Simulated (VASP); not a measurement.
Wanted: the native input for a VASP 6.6.1 run.

| Quantity | Value |
| --- | --- |
| Task | single point |
| Functional | PBE |
| Potentials or basis | VASP PAW PBE potentials, release 64 (Li_sv) |
| Cutoff | 520 eV |
| k mesh | 6 × 6 × 4 |
| Occupations | gaussian, width 0.1 eV |
| Spin | no spin polarisation |
| Dipole correction | no |
| Further INCAR settings | ALGO = Normal; EDIFF = 1e-06; NBANDS = 16 |

The structure of Li lies in POSCAR:

```
Li
1.0
    5.6965438091      0.0000000000      0.0000000000
   -2.8482719046      4.9333516524      0.0000000000
    0.0000000000      0.0000000000      3.8122537637
Li
5
Direct
    0.3333333333      0.6666666667      0.5002661028
    0.6666666667      0.3333333333      0.4997338972
    0.0000000000      0.7143055231      0.0000000000
    0.2856944769      0.2856944769      0.0000000000
    0.7143055231      0.0000000000      0.0000000000
```

One way to write it, as run:

INCAR

```
PREC = Accurate
ENCUT = 520
EDIFF = 1E-6
ISMEAR = 0
SIGMA = 0.1
LREAL = False
LASPH = True
NELM = 100
ALGO = Normal
ISIF = 2
LWAVE = False
LCHARG = False
GGA = PE
NBANDS = 16
```

KPOINTS

```
Automatic mesh
0
Gamma
  6 6 4
```

Potentials or basis: VASP PAW PBE potentials, release 64 (Li_sv).

The run is started by

```console
$ cat potpaw_PBE.64/Li_sv/POTCAR > POTCAR
$ mpirun -np 1 vasp_std > vasp.out
```

It gave:

- Largest force: 0.013 eV/Å

Caveat: the k points lie up to 0.41 Å⁻¹ apart.

Wall time 25 s on 1 thread of Intel(R) Xeon(R) Platinum 8124M CPU @ 3.00GHz (Skylake/Cascade Lake), with other jobs on the host, peak memory 0.2 GiB.
